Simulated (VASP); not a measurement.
Runs of VASP 6.6.1 on Sb. The structure is that of space group Pm-3m (No. 221), or close to it. The cells are those of the table. 

```csv
cell,gap on the mesh (eV),pressure (GPa)
"a = 3.160, b = 3.018 Å, 1 atom",none,-2.5
"a = 3.160, b = 3.207 Å, 1 atom",none,(a)
"a = 3.160, b = 3.350 Å, 1 atom",none,-6.5
"a = 3.160, b = 3.113 Å, 1 atom",none,(b)
"a = 3.160, b = 3.326 Å, 1 atom",none,-6.4
```

Alike in all rows: task single point; level PBEsol; potentials or basis VASP PAW PBE potentials, release 64 (Sb); no spin polarisation; k mesh 16 × 16 × 16; cutoff (eV) 520; smearing gaussian 0.15 eV.

Q: Fill in the values left out.

A: (a) -5.4; (b) -4.2.

Caveats: the PAW data sets were made with another functional, which shifts forces and pressure a little; spin-orbit coupling is left out, which moves the levels of the heavy elements.

A k mesh can miss the band edges, and the runs leave out spin-orbit coupling on Sb.

A gap of «none» marks levels without a gap at the run's occupations.
